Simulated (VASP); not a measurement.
# SnO2 (I4_1/amd) in VASP: further runs

SnO2 is run at these levels: PBE; tasks: single point, relaxation of shape and atoms at fixed volume.

Program: VASP 6.6.1. These are calculated values, not measurements. Logs are shortened: lines on timing, memory, paths and dates and some standing lists are left out, and cuts for length are marked.

## Step 1: The cell of the first run

The structure is tetragonal, space group I4_1/amd (No. 141). The conventional cell has a = 4.052 Å, b = 4.052 Å, c = 10.363 Å, α = 90.00°, β = 90.00°, γ = 90.00°. Sn (site symmetry -4m2) has 6 O at 2.09 to 2.10 Å within 2.8 Å. O (site symmetry 2mm) has 3 Sn at 2.09 to 2.10 Å and 2 O at 2.58 Å within 2.8 Å.

## Step 2: Single point, PBE

Contents of INCAR:

```
  PREC = Accurate
  ENCUT = 520
  EDIFF = 1E-6
  ISMEAR = 0
  SIGMA = 0.05
  LREAL = F
  LASPH = T
  NELM = 100
  ALGO = Normal
  ISIF = 2
  LWAVE = F
  LCHARG = T
  GGA = PE
  LELF = T
  LVHAR = T
  NBANDS = 35
```

Contents of KPOINTS:

```
regular mesh
0
Gamma
  10 10 10
```

Contents of POSCAR:

```
SnO2
1.0
   -2.0261375578      2.0261375578      5.1813791924
    2.0261375578     -2.0261375578      5.1813791924
    2.0261375578      2.0261375578     -5.1813791924
Sn O
2 4
Direct
    0.7500000000      0.2500000000      0.5000000000
    0.0000000000      0.0000000000      0.0000000000
    0.7975932597      0.7975932597      0.0000000000
    0.9524067403      0.4524067403      0.5000000000
    0.2024067403      0.2024067403      0.0000000000
    0.5475932597      0.0475932597      0.5000000000
```

Potentials or basis: VASP PAW PBE potentials, release 64 (Sn_d, O).

Launch:

```console
$ cat potpaw_PBE.64/Sn_d/POTCAR potpaw_PBE.64/O/POTCAR > POTCAR
$ mpirun -np 1 vasp_std > vasp.out
```

OUTCAR:

```text
PREC = Accurate
   ENCUT = 520
   EDIFF = 1E-6
   ISMEAR = 0
   LREAL = F
   LASPH = T
   NELM = 100
   ISIF = 2
   GGA = PE

 ion  position               nearest neighbor table
   1  0.750  0.250  0.500-   3 2.09   5 2.09   3 2.09   5 2.09   4 2.10   6 2.10   2 3.29   2 3.29
                             2 3.29   2 3.29
   2  0.000  0.000  0.000-   6 2.09   4 2.09   6 2.09   4 2.09   3 2.10   5 2.10   1 3.29   1 3.29
                             1 3.29   1 3.29
   3  0.798  0.798  0.000-   1 2.09   1 2.09   2 2.10
   4  0.952  0.452  0.500-   2 2.09   2 2.09   1 2.10
   5  0.202  0.202  0.000-   1 2.09   1 2.09   2 2.10
   6  0.548  0.048  0.500-   2 2.09   2 2.09   1 2.10

  LATTYP: Found a body centered tetragonal cell.
 ALAT       =     4.0522751156
 C/A-ratio  =     2.5572692103

  Lattice vectors:

 A1 = (  -2.0261375578,   2.0261375578,   5.1813791924)
 A2 = (   2.0261375578,  -2.0261375578,   5.1813791924)
 A3 = (   2.0261375578,   2.0261375578,  -5.1813791924)

Analysis of symmetry for initial positions (statically):
=====================================================================
 Subroutine PRICEL returns:
 Original cell was already a primitive cell.

 Routine SETGRP: Setting up the symmetry group for a
 body centered tetragonal supercell.

 Subroutine GETGRP returns: Found 16 space group operations
 (whereof  8 operations were pure point group operations)
 out of a pool of 16 trial point group operations.

The static configuration has the point symmetry D_2d.
 The point group associated with its full space group is D_4h.

Analysis of symmetry for dynamics (positions and initial velocities):
=====================================================================
 Subroutine PRICEL returns:
 Original cell was already a primitive cell.

 Routine SETGRP: Setting up the symmetry group for a
 body centered tetragonal supercell.

 Subroutine GETGRP returns: Found 16 space group operations
 (whereof  8 operations were pure point group operations)
 out of a pool of 16 trial point group operations.

The dynamic configuration has the point symmetry D_2d.
 The point group associated with its full space group is D_4h.

 Subroutine INISYM returns: Found 16 space group operations
 (whereof  8 operations are pure point group operations),
 and found     1 'primitive' translations

----------------------------------------------------------------------------------------

                                     Primitive cell

  volume of cell :      85.0831

  direct lattice vectors                    reciprocal lattice vectors
    -2.026137558  2.026137558  5.181379192     0.000000000  0.246774953  0.096499403
     2.026137558 -2.026137558  5.181379192     0.246774953  0.000000000  0.096499403
     2.026137558  2.026137558 -5.181379192     0.246774953  0.246774953  0.000000000

  length of vectors
     5.920908473  5.920908473  5.920908473     0.264971719  0.264971719  0.348992485

  position of ions in fractional coordinates (direct lattice)
     0.750000000  0.250000000  0.500000000
     0.000000000  0.000000000  0.000000000
     0.797593260  0.797593260  0.000000000
     0.952406740  0.452406740  0.500000000
     0.202406740  0.202406740  0.000000000
     0.547593260  0.047593260  0.500000000

  ion indices of the primitive-cell ions
   primitive index   ion index
                 1           1
                 2           2
                 3           3
                 4           4
                 5           5
                 6           6

----------------------------------------------------------------------------------------

 KPOINTS: regular mesh

Automatic generation of k-mesh.
 Grid dimensions read from file:
 generate k-points for:   10   10   10

 Generating k-lattice:

  Cartesian coordinates                     Fractional coordinates (reciprocal lattice)
     0.000000000  0.024677495  0.009649940     0.100000000 -0.000000000  0.000000000
     0.024677495  0.000000000  0.009649940    -0.000000000  0.100000000  0.000000000
     0.024677495  0.024677495  0.000000000     0.000000000  0.000000000  0.100000000

  Length of vectors
     0.026497172  0.026497172  0.034899248

  Shift w.r.t. Gamma in fractional coordinates (k-lattice)
     0.000000000  0.000000000  0.000000000

 Subroutine IBZKPT returns following result:
 ===========================================

 Found    102 irreducible k-points:

 Following reciprocal coordinates:
            Coordinates               Weight
  0.000000  0.000000  0.000000      1.000000
  0.100000  0.000000 -0.000000      8.000000
  0.200000  0.000000 -0.000000      8.000000
  0.300000  0.000000 -0.000000      8.000000
  0.400000  0.000000  0.000000      8.000000
  0.500000  0.000000 -0.000000      4.000000
[... 16 lines left out ...]
  0.300000  0.300000 -0.000000      8.000000
  0.400000  0.300000 -0.000000     16.000000
 [... further k-points ...]
   k-points           NKPTS =    102   k-points in BZ     NKDIM =    102   number of bands    NBANDS=     35
   number of dos      NEDOS =    301   number of ions     NIONS =      6
   total plane-waves  NPLWV = 110592
   dimension x,y,z NGX =    48 NGY =   48 NGZ =   48
   dimension x,y,z NGXF=    96 NGYF=   96 NGZF=   96
   ions per type =               2   4
   NGX,Y,Z   is equivalent  to a cutoff of  13.48, 13.48, 13.48 a.u.
   NGXF,Y,Z  is equivalent  to a cutoff of  26.95, 26.95, 26.95 a.u.
 SYSTEM =  unknown system
   PREC   = accura    normal or accurate (medium, high low for compatibility)
   ISTART =      0    job   : 0-new  1-cont  2-samecut
   ICHARG =      2    charge: 1-file 2-atom 10-const
   ISPIN  =      1    spin polarized calculation?
   LNONCOLLINEAR =      F non collinear calculations
   LSORBIT =      F    spin-orbit coupling
   LASPH  =      T    aspherical Exc in radial PAW
   ENCUT  =  520.0 eV  38.22 Ry    6.18 a.u.  11.01 11.01 11.01*2*pi/ulx,y,z
   NELM   =    100;   NELMIN=  2; NELMDL= -5     # of ELM steps
   EDIFF  = 0.1E-05   stopping-criterion for ELM
   LREAL  =      F    real-space projection
   EDIFFG = 0.1E-04   stopping-criterion for IOM
   NSW    =      0    number of steps for IOM
   IBRION =     -1    ionic relax: 0-MD 1-quasi-New 2-CG
   NFREE  =      0    steps in history (QN), initial steepest desc. (CG)
   ISIF   =      2    stress and relaxation
   ISYM   =      2    0-nonsym 1-usesym 2-fastsym
   POTIM  = 0.5000    time-step for ionic-motion
   TEBEG  =    0.0;   TEEND  =   0.0 temperature during run
   PSTRESS=    0.0 pullay stress
   NELECT =      52.0000    total number of electrons
   NUPDOWN=      -1.0000    fix difference up-down
   EMIN   =  10.00;   EMAX   =-10.00  energy-range for DOS
   EFERMI =   0.00;   METHOD = LEGACY
   ISMEAR =     0;   SIGMA  =   0.05  broadening in eV -4-tet -1-fermi 0-gaus
   EFERMI_NEDOS =   21; number of points for ismear=-14 and -15
   IALGO  =     38    algorithm
   IMIX   =      4    mixing-type and parameters
     AMIX     =   0.40;   BMIX     =  1.00
     AMIX_MAG =   1.60;   BMIX_MAG =  1.00
  volume/ion in A,a.u.               =      14.18        95.69
  Fermi-wavevector in a.u.,A,eV,Ry     =   1.389296  2.625389 26.261205  1.930144
  Thomas-Fermi vector in A             =   2.513341
   LORBIT       =      0    0 simple, 1 ext, 2 COOP (PROOUT), +10 PAW based schemes
   GGA     = PE    functional components
   LHFCALC =     F    Hartree Fock is set to
   AEXX    =    0.0000 exact exchange contribution
   IVDW    =     0    specifies the selected vdW correction
   LEPSILON=     F    determine dielectric tensor
   LRPA    =     F    only Hartree local field effects (RPA)
 non-spin polarized calculation
 Gauss-broadening in eV      SIGMA  =   0.05
  energy-cutoff  :      520.00
  volume of cell :       85.08
 maximum number of plane-waves:      2312
 NGX is ok and might be reduce to    48
   NGX = 21   NGY = 21   NGZ = 21

 number of electron      52.0000000 magnetization

 Free energy of the ion-electron system (eV)
  ---------------------------------------------------
  ext. energy  EPLUGINS =         0.00000000
  ---------------------------------------------------
  free energy    TOTEN  =       -36.96967846 eV

  energy without entropy =      -36.96967846  energy(sigma->0) =      -36.96967846

 E-fermi :   3.9933     XC(G=0): -10.1011

 val. band max:        3.6769901453   @ k =  -0.4000   0.4000   0.0000
 cond. band min:       4.9857154840   @ k =   0.0000   0.0000   0.0000
 fundamental gap:      1.3087253387
 Fermi energy:         3.9933371184

 k-point     1 :       0.0000    0.0000    0.0000
  band No.  band energies     occupation
      1     -16.7026      2.00000
      2     -16.6739      2.00000
      3     -16.5607      2.00000
      4     -16.0800      2.00000
      5     -15.9956      2.00000
      6     -15.9956      2.00000
[... 27 lines left out ...]
     34      15.6841      0.00000
     35      15.6862      0.00000

 k-point     2 :       0.1000    0.0000   -0.0000
  band No.  band energies     occupation
      1     -16.7213      2.00000
      2     -16.6251      2.00000
      3     -16.5491      2.00000
      4     -16.0833      2.00000
      5     -15.9977      2.00000
      6     -15.9934      2.00000
[... 27 lines left out ...]
     34      15.3099      0.00000
     35      15.5156      0.00000

 k-point     3 :       0.2000    0.0000   -0.0000
  band No.  band energies     occupation
      1     -16.7283      2.00000
      2     -16.5653      2.00000
      3     -16.4904      2.00000
      4     -16.0927      2.00000
      5     -16.0030      2.00000
      6     -15.9877      2.00000
[... 27 lines left out ...]
     34      14.8581      0.00000
     35      15.1463      0.00000

 k-point     4 :       0.3000    0.0000   -0.0000
  band No.  band energies     occupation
      1     -16.7279      2.00000
      2     -16.5281      2.00000
      3     -16.3870      2.00000
      4     -16.1051      2.00000
      5     -16.0089      2.00000
      6     -15.9798      2.00000
[... 27 lines left out ...]
     34      14.8077      0.00000
     35      15.2121      0.00000

 k-point     5 :       0.4000    0.0000    0.0000
  band No.  band energies     occupation
      1     -16.7274      2.00000
      2     -16.4996      2.00000
      3     -16.3010      2.00000
      4     -16.1159      2.00000
      5     -16.0135      2.00000
      6     -15.9702      2.00000
[... 638 lines left out ...]
 k-point    22 :      -0.2000    0.2000    0.0000
  band No.  band energies     occupation
      1     -16.6415      2.00000
      2     -16.5255      2.00000
      3     -16.4194      2.00000
      4     -16.1614      2.00000
      5     -16.0037      2.00000
      6     -15.9713      2.00000
[... 27 lines left out ...]
     34      14.6147      0.00000
     35      15.2016      0.00000

 k-point    23 :       0.3000    0.3000   -0.0000
  band No.  band energies     occupation
      1     -16.6177      2.00000
      2     -16.4991      2.00000
      3     -16.2305      2.00000
      4     -16.0635      2.00000
      5     -16.0179      2.00000
      6     -15.9458      2.00000
[... 27 lines left out ...]
     34      14.7657      0.00000
     35      15.9256      0.00000

 k-point    24 :       0.4000    0.3000   -0.0000
  band No.  band energies     occupation
      1     -16.5719      2.00000
      2     -16.4579      2.00000
      3     -16.1898      2.00000
      4     -16.0723      2.00000
      5     -16.0188      2.00000
      6     -15.9275      2.00000
[... 27 lines left out ...]
     34      14.8155      0.00000
     35      16.1476      0.00000

 [... further k-points ...]

------------------------ aborting loop because EDIFF is reached ----------------------------------------

  FORCE on cell =-STRESS in cart. coord.  units (eV):
  Direction    XX          YY          ZZ          XY          YZ          ZX
  --------------------------------------------------------------------------------------
  -------------------------------------------------------------------------------------
  Total        0.2530234      0.2530234      0.3738152      0.0000000      0.0000000      0.0000000
  in kB        4.7646176      4.7646176      7.0392167      0.0000000      0.0000000      0.0000000
  external PRESSURE =       5.5228173 kB  Pullay stress =       0.0000000 kB

 VOLUME and BASIS-vectors are now :
 -----------------------------------------------------------------------------
  energy-cutoff  :      520.00
  volume of cell :       85.08
      direct lattice vectors                 reciprocal lattice vectors
    -2.026137558  2.026137558  5.181379192     0.000000000  0.246774953  0.096499403
     2.026137558 -2.026137558  5.181379192     0.246774953  0.000000000  0.096499403
     2.026137558  2.026137558 -5.181379192     0.246774953  0.246774953  0.000000000

 POSITION                                       TOTAL-FORCE (eV/Angst)
 -----------------------------------------------------------------------------------
      0.00000      2.02614      2.59069         0.000000      0.000000     -0.000000
      0.00000      0.00000      0.00000         0.000000      0.000000     -0.000000
      0.00000      0.00000      8.26527        -0.000000     -0.000000     -0.025167
     -0.00000      2.02614      4.68818        -0.000000     -0.000000      0.025167
      0.00000      0.00000      2.09749         0.000000      0.000000      0.025167
      0.00000      2.02614      0.49320         0.000000      0.000000     -0.025167
 -----------------------------------------------------------------------------------
    total drift:                               -0.000000      0.000000     -0.000000

  FREE ENERGIE OF THE ION-ELECTRON SYSTEM (eV)
  ---------------------------------------------------
  free  energy   TOTEN  =       -36.9696784565 eV

  energy  without entropy=      -36.9696784565  energy(sigma->0) =      -36.96967846
```

It took 16 min on 1 thread of AMD EPYC 7R43 (Zen 3), shared host; peak memory 0.42 GiB.

What came out:

- Free energy: -36.9697 eV
- Pressure: 0.6 GPa
- Largest force: 0.025 eV/Å
- Band gap on the k mesh: 1.31 eV (least direct gap 1.64 eV)

Forces in eV/Å, atoms in the order of the input:
```
Sn   0.000  0.000  0.000
Sn   0.000  0.000  0.000
O    0.000  0.000 -0.025
O    0.000  0.000  0.025
O    0.000  0.000  0.025
O    0.000  0.000 -0.025
```

Caveat: spin-orbit coupling is left out, which moves the levels of the heavy elements.

(Continued in part 2 of 2.)
